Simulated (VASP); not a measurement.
# Nb (Fm-3m) in VASP: further runs

Runs on Nb. Level: r2SCAN. Tasks: single point.

All numbers are computed with VASP 6.6.1; they aren't measurements. Logs are shortened: lines on timing, memory, paths and dates and some standing lists are left out, and cuts for length are marked.

### 1 The cell of the first run

The structure is cubic, space group Fm-3m (No. 225). The conventional cell has a = 4.173 Å, b = 4.173 Å, c = 4.173 Å, α = 90.00°, β = 90.00°, γ = 90.00°. Nb (site symmetry m-3m) has 12 Nb at 2.95 Å within 3.9 Å.

### 2 Single point, r2SCAN

Input file POSCAR:

```
Nb
1.0
    0.0000000000      2.0864154149      2.0864154149
    2.0864154149      0.0000000000      2.0864154149
    2.0864154149      2.0864154149      0.0000000000
Nb
1
Direct
    0.0000000000      0.0000000000      0.0000000000
```

Input file INCAR.step1:

```
SYSTEM = Nb
PREC = Accurate ; ENCUT = 520
ISMEAR = -1 ; SIGMA = 0.05
LREAL = .False. ; LASPH = .True.
NELM = 100 ; NBANDS = 12
GGA = PE ; ALGO = Normal
EDIFF = 1E-4 ; LWAVE = .True.
LCHARG = .False.
```

Input file INCAR.step2:

```
SYSTEM = Nb
PREC = Accurate ; ENCUT = 520
EDIFF = 1E-6 ; ISMEAR = -1
SIGMA = 0.05 ; LREAL = .False.
LASPH = .True. ; NELM = 100
ALGO = Normal ; ISIF = 2
LWAVE = .False. ; LCHARG = .True.
METAGGA = R2SCAN ; LMIXTAU = .True.
LELF = .True. ; LVHAR = .True.
NBANDS = 12 ; ISTART = 1
```

Input file KPOINTS:

```
regular mesh
0
Gamma
  11 11 11
  0 0 0
```

Potentials or basis: VASP PAW PBE potentials, release 64 (Nb_sv).

Run with:

```
$ cat potpaw_PBE.64/Nb_sv/POTCAR > POTCAR
$ cp INCAR.step1 INCAR
$ mpirun -np 1 vasp_std > vasp.out
$ cp INCAR.step2 INCAR
$ mpirun -np 1 vasp_std > vasp.out
```

OUTCAR:

```text
SYSTEM = Nb
   PREC = Accurate
   ENCUT = 520
   EDIFF = 1E-6
   ISMEAR = -1
   LREAL = .False.
   LASPH = .True.
   NELM = 100
   ISIF = 2
   METAGGA = R2SCAN
   ISTART = 1

 ion  position               nearest neighbor table
   1  0.000  0.000  0.000-

  LATTYP: Found a face centered cubic cell.
 ALAT       =     4.1728308298

  Lattice vectors:

 A1 = (   0.0000000000,   2.0864154149,   2.0864154149)
 A2 = (   2.0864154149,   0.0000000000,   2.0864154149)
 A3 = (   2.0864154149,   2.0864154149,   0.0000000000)

Analysis of symmetry for initial positions (statically):
=====================================================================
 Subroutine PRICEL returns:
 Original cell was already a primitive cell.

 Routine SETGRP: Setting up the symmetry group for a
 face centered cubic supercell.

 Subroutine GETGRP returns: Found 48 space group operations
 (whereof 48 operations were pure point group operations)
 out of a pool of 48 trial point group operations.

The static configuration has the point symmetry O_h .

Analysis of symmetry for dynamics (positions and initial velocities):
=====================================================================
 Subroutine PRICEL returns:
 Original cell was already a primitive cell.

 Routine SETGRP: Setting up the symmetry group for a
 face centered cubic supercell.

 Subroutine GETGRP returns: Found 48 space group operations
 (whereof 48 operations were pure point group operations)
 out of a pool of 48 trial point group operations.

The dynamic configuration has the point symmetry O_h .

 Subroutine INISYM returns: Found 48 space group operations
 (whereof 48 operations are pure point group operations),
 and found     1 'primitive' translations

----------------------------------------------------------------------------------------

                                     Primitive cell

  volume of cell :      18.1649

  direct lattice vectors                    reciprocal lattice vectors
     0.000000000  2.086415415  2.086415415    -0.239645469  0.239645469  0.239645469
     2.086415415  0.000000000  2.086415415     0.239645469 -0.239645469  0.239645469
     2.086415415  2.086415415  0.000000000     0.239645469  0.239645469 -0.239645469

  length of vectors
     2.950636976  2.950636976  2.950636976     0.415078128  0.415078128  0.415078128

  position of ions in fractional coordinates (direct lattice)
     0.000000000  0.000000000  0.000000000

  ion indices of the primitive-cell ions
   primitive index   ion index
                 1           1

----------------------------------------------------------------------------------------

 KPOINTS: regular mesh

Automatic generation of k-mesh.
 Grid dimensions read from file:
 generate k-points for:   11   11   11

 Generating k-lattice:

  Cartesian coordinates                     Fractional coordinates (reciprocal lattice)
    -0.021785952  0.021785952  0.021785952     0.090909091  0.000000000  0.000000000
     0.021785952 -0.021785952  0.021785952     0.000000000  0.090909091  0.000000000
     0.021785952  0.021785952 -0.021785952     0.000000000  0.000000000  0.090909091

  Length of vectors
     0.037734375  0.037734375  0.037734375

  Shift w.r.t. Gamma in fractional coordinates (k-lattice)
     0.000000000  0.000000000  0.000000000

 Subroutine IBZKPT returns following result:
 ===========================================

 Found     56 irreducible k-points:

 Following reciprocal coordinates:
            Coordinates               Weight
  0.000000  0.000000  0.000000      1.000000
  0.090909  0.000000  0.000000      8.000000
  0.181818  0.000000  0.000000      8.000000
  0.272727  0.000000  0.000000      8.000000
  0.363636  0.000000  0.000000      8.000000
  0.454545  0.000000  0.000000      8.000000
[... 16 lines left out ...]
 -0.272727  0.181818  0.000000     24.000000
 -0.181818  0.181818  0.000000     12.000000
 [... further k-points ...]
   k-points           NKPTS =     56   k-points in BZ     NKDIM =     56   number of bands    NBANDS=     12
   number of dos      NEDOS =    301   number of ions     NIONS =      1
   total plane-waves  NPLWV =  13824
   dimension x,y,z NGX =    24 NGY =   24 NGZ =   24
   dimension x,y,z NGXF=    48 NGYF=   48 NGZF=   48
   ions per type =               1
   NGX,Y,Z   is equivalent  to a cutoff of  13.52, 13.52, 13.52 a.u.
   NGXF,Y,Z  is equivalent  to a cutoff of  27.04, 27.04, 27.04 a.u.
 SYSTEM =  Nb
   PREC   = accura    normal or accurate (medium, high low for compatibility)
   ISTART =      1    job   : 0-new  1-cont  2-samecut
   ICHARG =      0    charge: 1-file 2-atom 10-const
   ISPIN  =      1    spin polarized calculation?
   LNONCOLLINEAR =      F non collinear calculations
   LSORBIT =      F    spin-orbit coupling
   LASPH  =      T    aspherical Exc in radial PAW
   ENCUT  =  520.0 eV  38.22 Ry    6.18 a.u.   5.49  5.49  5.49*2*pi/ulx,y,z
   NELM   =    100;   NELMIN=  2; NELMDL=  0     # of ELM steps
   EDIFF  = 0.1E-05   stopping-criterion for ELM
   LREAL  =      F    real-space projection
   EDIFFG = 0.1E-04   stopping-criterion for IOM
   NSW    =      0    number of steps for IOM
   IBRION =     -1    ionic relax: 0-MD 1-quasi-New 2-CG
   NFREE  =      0    steps in history (QN), initial steepest desc. (CG)
   ISIF   =      2    stress and relaxation
   ISYM   =      2    0-nonsym 1-usesym 2-fastsym
   POTIM  = 0.5000    time-step for ionic-motion
   TEBEG  =    0.0;   TEEND  =   0.0 temperature during run
   PSTRESS=    0.0 pullay stress
   NELECT =      13.0000    total number of electrons
   NUPDOWN=      -1.0000    fix difference up-down
   EMIN   =  10.00;   EMAX   =-10.00  energy-range for DOS
   EFERMI =   0.00;   METHOD = LEGACY
   ISMEAR =    -1;   SIGMA  =   0.05  broadening in eV -4-tet -1-fermi 0-gaus
   EFERMI_NEDOS =   21; number of points for ismear=-14 and -15
   IALGO  =     38    algorithm
   IMIX   =      4    mixing-type and parameters
     AMIX     =   0.40;   BMIX     =  1.00
     AMIX_MAG =   1.60;   BMIX_MAG =  1.00
  volume/ion in A,a.u.               =      18.16       122.58
  Fermi-wavevector in a.u.,A,eV,Ry     =   1.464351  2.767222 29.175294  2.144324
  Thomas-Fermi vector in A             =   2.580337
   LORBIT       =      0    0 simple, 1 ext, 2 COOP (PROOUT), +10 PAW based schemes
   METAGGA = R2SCAN    functional components
   LHFCALC =     F    Hartree Fock is set to
   AEXX    =    0.0000 exact exchange contribution
   IVDW    =     0    specifies the selected vdW correction
   LEPSILON=     F    determine dielectric tensor
   LRPA    =     F    only Hartree local field effects (RPA)
 non-spin polarized calculation
  energy-cutoff  :      520.00
  volume of cell :       18.16
 maximum number of plane-waves:       531
 NGX is ok and might be reduce to    24
   NGX = 11   NGY = 11   NGZ = 11

 number of electron      13.0000000 magnetization

 Free energy of the ion-electron system (eV)
  ---------------------------------------------------
  ext. energy  EPLUGINS =         0.00000000
  ---------------------------------------------------
  free energy    TOTEN  =       -24.50984670 eV

  energy without entropy =      -24.49930795  energy(sigma->0) =      -24.50457732

 E-fermi :  11.4575     XC(G=0): -13.5671

 val. band max:       11.4379792570   @ k =   0.3636   0.0909   0.0000
 cond. band min:      11.4598402670   @ k =   0.3636   0.2727   0.0909
 fundamental gap:      0.0218610100
 Fermi energy:        11.4575341664

 k-point     1 :       0.0000    0.0000    0.0000
  band No.  band energies     occupation
      1     -45.1527      2.00000
      2     -19.7212      2.00000
      3     -19.7212      2.00000
      4     -19.7212      2.00000
      5       4.7502      2.00000
      6      11.5488      0.27758
      7      11.5488      0.27758
      8      11.5488      0.27758
      9      14.4914      0.00000
     10      14.4914      0.00000
     11      23.6960      0.00000
     12      29.0876      0.00000

 k-point     2 :       0.0909    0.0000    0.0000
  band No.  band energies     occupation
      1     -45.1338      2.00000
      2     -19.8407      2.00000
      3     -19.7357      2.00000
      4     -19.7357      2.00000
      5       5.0813      2.00000
      6      11.2852      1.93829
      7      11.6966      0.01664
      8      11.6966      0.01664
      9      14.3588      0.00000
     10      14.3588      0.00000
     11      24.3632      0.00000
     12      27.8186      0.00000

 k-point     3 :       0.1818    0.0000    0.0000
  band No.  band energies     occupation
      1     -45.0830      2.00000
      2     -20.1538      2.00000
      3     -19.7742      2.00000
      4     -19.7742      2.00000
      5       5.9480      2.00000
      6      10.7806      2.00000
      7      11.9656      0.00008
      8      11.9656      0.00008
      9      14.2330      0.00000
     10      14.2330      0.00000
     11      25.3065      0.00000
     12      26.6334      0.00000
[... 286 lines left out ...]
 k-point    23 :      -0.2727    0.1818    0.0000
  band No.  band energies     occupation
      1     -44.9354      2.00000
      2     -20.7389      2.00000
      3     -20.1709      2.00000
      4     -19.8690      2.00000
      5       8.3121      2.00000
      6      10.2949      2.00000
      7      10.7993      2.00000
      8      12.5662      0.00000
      9      14.0744      0.00000
     10      17.5650      0.00000
     11      24.7896      0.00000
     12      27.2393      0.00000

 k-point    24 :      -0.1818    0.1818    0.0000
  band No.  band energies     occupation
      1     -44.9931      2.00000
      2     -20.5101      2.00000
      3     -20.0476      2.00000
      4     -19.8100      2.00000
      5       7.5521      2.00000
      6      10.0647      2.00000
      7      11.4734      0.84242
      8      12.9615      0.00000
      9      13.0122      0.00000
     10      16.2241      0.00000
     11      25.6019      0.00000
     12      28.2778      0.00000

 [... further k-points ...]

------------------------ aborting loop because EDIFF is reached ----------------------------------------

  FORCE on cell =-STRESS in cart. coord.  units (eV):
  Direction    XX          YY          ZZ          XY          YZ          ZX
  --------------------------------------------------------------------------------------
  -------------------------------------------------------------------------------------
  Total        0.4787943      0.4787943      0.4787943      0.0000000      0.0000000     -0.0000000
  in kB       42.2305993     42.2305993     42.2305993      0.0000000      0.0000000     -0.0000000
  external PRESSURE =      42.2305993 kB  Pullay stress =       0.0000000 kB

 VOLUME and BASIS-vectors are now :
 -----------------------------------------------------------------------------
  energy-cutoff  :      520.00
  volume of cell :       18.16
      direct lattice vectors                 reciprocal lattice vectors
     0.000000000  2.086415415  2.086415415    -0.239645469  0.239645469  0.239645469
     2.086415415  0.000000000  2.086415415     0.239645469 -0.239645469  0.239645469
     2.086415415  2.086415415  0.000000000     0.239645469  0.239645469 -0.239645469

 POSITION                                       TOTAL-FORCE (eV/Angst)
 -----------------------------------------------------------------------------------
      0.00000      0.00000      0.00000         0.000000     -0.000000     -0.000000
 -----------------------------------------------------------------------------------
    total drift:                                0.000000     -0.000000     -0.000000

  FREE ENERGIE OF THE ION-ELECTRON SYSTEM (eV)
  ---------------------------------------------------
  free  energy   TOTEN  =       -24.5098466986 eV

  energy  without entropy=      -24.4993079485  energy(sigma->0) =      -24.50457732
```

Run time: 74 s. Hardware: 1 thread of AMD EPYC 7R13, shared host; peak memory 0.12 GiB.

What came out:

```yaml
Free_energy: -24.5098 eV
Pressure: 4.2 GPa
```

Caveat: the PAW data sets were made with another functional, which shifts forces and pressure a little.

### 3 Single point, r2SCAN

This run uses another cell than the first one, of 18.54 Å³/atom, 1.021 times its volume.

Input file POSCAR:

```
Nb
1.0
    0.0000000000      2.1008049414      2.1008049414
    2.1008049414      0.0000000000      2.1008049414
    2.1008049414      2.1008049414      0.0000000000
Nb
1
Direct
    0.0000000000      0.0000000000      0.0000000000
```

Input file INCAR.step1:

```
ALGO = Normal ; EDIFF = 1E-4
ENCUT = 520 ; GGA = PE
ISMEAR = -1 ; LASPH = True
LCHARG = False ; LREAL = False
LWAVE = True ; NBANDS = 12
NELM = 60 ; PREC = Accurate
SIGMA = 0.05
```

Input file INCAR.step2:

```
ALGO = Normal ; EDIFF = 1E-6
ENCUT = 520 ; ISIF = 2
ISMEAR = -1 ; ISTART = 1
LASPH = True ; LCHARG = True
LELF = True ; LMIXTAU = True
LREAL = False ; LVHAR = True
LWAVE = False ; METAGGA = R2SCAN
NBANDS = 12 ; NELM = 60
PREC = Accurate ; SIGMA = 0.05
```

Input file KPOINTS:

```
k-points
0
Gamma
  11 11 11
```

Potentials or basis: VASP PAW PBE potentials, release 64 (Nb_sv).

Run with:

```
$ cat potpaw_PBE.64/Nb_sv/POTCAR > POTCAR
$ cp INCAR.step1 INCAR
$ mpirun -np 1 vasp_std > vasp.out
$ cp INCAR.step2 INCAR
$ mpirun -np 1 vasp_std > vasp.out
```

OUTCAR:

```text
EDIFF = 1E-6
   ENCUT = 520
   ISIF = 2
   ISMEAR = -1
   ISTART = 1
   LASPH = True
   LREAL = False
   METAGGA = R2SCAN
   NELM = 60
   PREC = Accurate

 ion  position               nearest neighbor table
   1  0.000  0.000  0.000-

  LATTYP: Found a face centered cubic cell.
 ALAT       =     4.2016098828

  Lattice vectors:

 A1 = (   0.0000000000,   2.1008049414,   2.1008049414)
 A2 = (   2.1008049414,   0.0000000000,   2.1008049414)
 A3 = (   2.1008049414,   2.1008049414,   0.0000000000)

Analysis of symmetry for initial positions (statically):
=====================================================================
 Subroutine PRICEL returns:
 Original cell was already a primitive cell.

 Routine SETGRP: Setting up the symmetry group for a
 face centered cubic supercell.

 Subroutine GETGRP returns: Found 48 space group operations
 (whereof 48 operations were pure point group operations)
 out of a pool of 48 trial point group operations.

The static configuration has the point symmetry O_h .

Analysis of symmetry for dynamics (positions and initial velocities):
=====================================================================
 Subroutine PRICEL returns:
 Original cell was already a primitive cell.

 Routine SETGRP: Setting up the symmetry group for a
 face centered cubic supercell.

 Subroutine GETGRP returns: Found 48 space group operations
 (whereof 48 operations were pure point group operations)
 out of a pool of 48 trial point group operations.

The dynamic configuration has the point symmetry O_h .

 Subroutine INISYM returns: Found 48 space group operations
 (whereof 48 operations are pure point group operations),
 and found     1 'primitive' translations

----------------------------------------------------------------------------------------

                                     Primitive cell

  volume of cell :      18.5433
[... 112 lines left out ...]
   METAGGA = R2SCAN    functional components
   LHFCALC =     F    Hartree Fock is set to
   AEXX    =    0.0000 exact exchange contribution
   IVDW    =     0    specifies the selected vdW correction
   LEPSILON=     F    determine dielectric tensor
   LRPA    =     F    only Hartree local field effects (RPA)
 non-spin polarized calculation
  energy-cutoff  :      520.00
  volume of cell :       18.54
 maximum number of plane-waves:       531
 NGX is ok and might be reduce to    24
   NGX = 11   NGY = 11   NGZ = 11

 number of electron      13.0000001 magnetization

 Free energy of the ion-electron system (eV)
  ---------------------------------------------------
  ext. energy  EPLUGINS =         0.00000000
  ---------------------------------------------------
  free energy    TOTEN  =       -24.51555771 eV

  energy without entropy =      -24.50414307  energy(sigma->0) =      -24.50985039

 E-fermi :  11.1685     XC(G=0): -13.4487

 val. band max:       11.1670019399   @ k =   0.3636   0.0909   0.0000
 cond. band min:      11.1768112042   @ k =   0.3636   0.2727   0.0909
 fundamental gap:      0.0098092643
 Fermi energy:        11.1684610038

 k-point     1 :       0.0000    0.0000    0.0000
  band No.  band energies     occupation
      1     -45.4707      2.00000
      2     -20.0820      2.00000
      3     -20.0820      2.00000
      4     -20.0820      2.00000
      5       4.5016      2.00000
      6      11.2692      0.23519
      7      11.2692      0.23519
      8      11.2692      0.23519
      9      14.1351      0.00000
     10      14.1351      0.00000
     11      23.3839      0.00000
     12      28.6792      0.00000
[... 331 lines left out ...]
 k-point    24 :      -0.1818    0.1818    0.0000
  band No.  band energies     occupation
      1     -45.3239      2.00000
      2     -20.8204      2.00000
      3     -20.3876      2.00000
      4     -20.1657      2.00000
      5       7.2578      2.00000
      6       9.8156      2.00000
      7      11.2002      0.69255
      8      12.6477      0.00000
      9      12.7049      0.00000
     10      15.8119      0.00000
     11      25.1593      0.00000
     12      27.7886      0.00000

 [... further k-points ...]

------------------------ aborting loop because EDIFF is reached ----------------------------------------

  FORCE on cell =-STRESS in cart. coord.  units (eV):
  Direction    XX          YY          ZZ          XY          YZ          ZX
  --------------------------------------------------------------------------------------
  -------------------------------------------------------------------------------------
  Total        0.0744279      0.0744279      0.0744279      0.0000000     -0.0000000      0.0000000
  in kB        6.4307165      6.4307165      6.4307165      0.0000000     -0.0000000      0.0000000
  external PRESSURE =       6.4307165 kB  Pullay stress =       0.0000000 kB

 VOLUME and BASIS-vectors are now :
 -----------------------------------------------------------------------------
  energy-cutoff  :      520.00
  volume of cell :       18.54
      direct lattice vectors                 reciprocal lattice vectors
     0.000000000  2.100804941  2.100804941    -0.238004010  0.238004010  0.238004010
     2.100804941  0.000000000  2.100804941     0.238004010 -0.238004010  0.238004010
     2.100804941  2.100804941  0.000000000     0.238004010  0.238004010 -0.238004010

 POSITION                                       TOTAL-FORCE (eV/Angst)
 -----------------------------------------------------------------------------------
      0.00000      0.00000      0.00000        -0.000000      0.000000      0.000000
 -----------------------------------------------------------------------------------
    total drift:                                0.000000      0.000000      0.000000

  FREE ENERGIE OF THE ION-ELECTRON SYSTEM (eV)
  ---------------------------------------------------
  free  energy   TOTEN  =       -24.5155577128 eV

  energy  without entropy=      -24.5041430711  energy(sigma->0) =      -24.50985039
```

OSZICAR.step1:

```text
N       E                     dE             d eps       ncg     rms          rms(c)
DAV:   1     0.111712609807E+03    0.11171E+03   -0.71818E+03  1344   0.108E+03
DAV:   2    -0.555062580247E+01   -0.11726E+03   -0.11334E+03  1448   0.383E+02
DAV:   3    -0.100445663443E+02   -0.44939E+01   -0.42976E+01  1980   0.651E+01
DAV:   4    -0.103360750906E+02   -0.29151E+00   -0.28976E+00  1848   0.152E+01
DAV:   5    -0.103493633052E+02   -0.13288E-01   -0.13283E-01  2016   0.274E+00    0.673E+00
DAV:   6    -0.994321804229E+01    0.40615E+00   -0.64393E-01  2116   0.100E+01    0.237E+00
DAV:   7    -0.989551473321E+01    0.47703E-01   -0.19537E-01  2192   0.548E+00    0.993E-01
DAV:   8    -0.990029885303E+01   -0.47841E-02   -0.13011E-02  1592   0.152E+00    0.342E-02
DAV:   9    -0.990034316643E+01   -0.44313E-04   -0.85192E-04  2212   0.279E-01
   1 F= -.99003432E+01 E0= -.98946325E+01  d E =-.114214E-01
```

It took 87 s on 1 thread of AMD EPYC 7R13, shared host; peak memory 0.12 GiB.

What came out:

```yaml
Free_energy: -24.5156 eV
Pressure: 0.6 GPa
```

Levels at points of the mesh, in eV from the Fermi level:
| k point | band 4 | band 5 | band 6 | band 7 | band 8 | band 9 |
| --- | --- | --- | --- | --- | --- | --- |
| (0.00, 0.00, 0.00) | -31.25 | -6.67 | 0.10 | 0.10 | 0.10 | 2.97 |

Caveat: the PAW data sets were made with another functional, which shifts forces and pressure a little.

[end of part 1 of 2]
